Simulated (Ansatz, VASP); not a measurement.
# Two plane-wave programs on V

```
V
1.0
     0.00000    2.70937    2.70937
     2.70937    0.00000    2.70937
     2.70937    2.70937    0.00000
V
2
Direct
  0.12500 0.12500 0.12500
  0.87500 0.87500 0.87500
```

Alike in both runs: task single point; functional r2SCAN; k mesh 16 × 16 × 16; occupations fermi-dirac, width 0.05 eV; collinear spin.

```csv
,VASP,Ansatz
version,VASP 6.6.1,Ansatz 0.2.0
potentials or method,"VASP PAW PBE potentials, release 64 (V_sv), cutoff 520 eV","plane waves (500 eV) with PAW, scalar-relativistic"
valence electrons in the cell,26,26
```

```tsv
	VASP	Ansatz	Ansatz less VASP
net moment per atom (μB)	2.16	2.17	+0.003
size of the moment on the site where the two differ most (μB)	2.01	1.68	-0.329
```

VASP's potentials were made for PBE, not for r2SCAN. Site moments also hang on the region over which each program counts them. Ansatz's warnings: stability check not made.
